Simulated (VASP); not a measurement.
Wanted: the native input for a VASP 6.6.1 run.

- Task: single point
- Functional: LDA
- Potentials or basis: VASP PAW LDA potentials, release 64 (Mg, B)
- Cutoff: 520 eV
- k mesh: 10 × 10 × 8
- Occupations: gaussian, width 0.01 eV
- Spin: no spin polarisation
- Dipole correction: no
- Further INCAR settings: ALGO = Normal; EDIFF = 1e-06; NBANDS = 11

The structure of MgB2 lies in POSCAR:

```
MgB2
1.0
    3.1039190000      0.0264540000      0.0465050000
   -1.5290500000      2.6124840000     -0.0091080000
    0.0531080000      0.0186520000      3.5639960000
Mg B
1 2
Direct
    0.0000000000      0.0000000000      0.0000000000
    0.6666666667      0.3333333333      0.5000000000
    0.3333333333      0.6666666667      0.5000000000
```

This cell differs from its parent crystal: the cell strained at random.

These files were run (other wordings do the same):

INCAR

```
SYSTEM = MgB2
PREC = Accurate ; ENCUT = 520
EDIFF = 1E-6 ; ISMEAR = 0
SIGMA = 0.01 ; LREAL = .False.
LASPH = .True. ; NELM = 60
ALGO = Normal ; ISIF = 2
LWAVE = .False. ; LCHARG = .False.
GGA = CA ; NBANDS = 11
```

KPOINTS

```
Automatic mesh
0
Gamma
  10 10 8
  0 0 0
```

Potentials or basis: VASP PAW LDA potentials, release 64 (Mg, B).

Command:

```bash
$ cat potpaw_LDA.64/Mg/POTCAR potpaw_LDA.64/B/POTCAR > POTCAR
$ mpirun -np 1 vasp_std > vasp.out
```

It gave:

```json
{"Pressure": "-7.3 GPa", "Largest force": "0.135 eV/Å", "Band gap on the k mesh": "zero (band 4 reaches 6.33 eV, above the bottom of band 5 at 3.82 eV)"}
```

Caveat: the cell differs from its parent crystal (the cell strained at random).

Wall time 36 s on 1 thread of Intel(R) Xeon(R) 6975P-C (Granite Rapids) (shared host), peak memory 0.24 GiB.
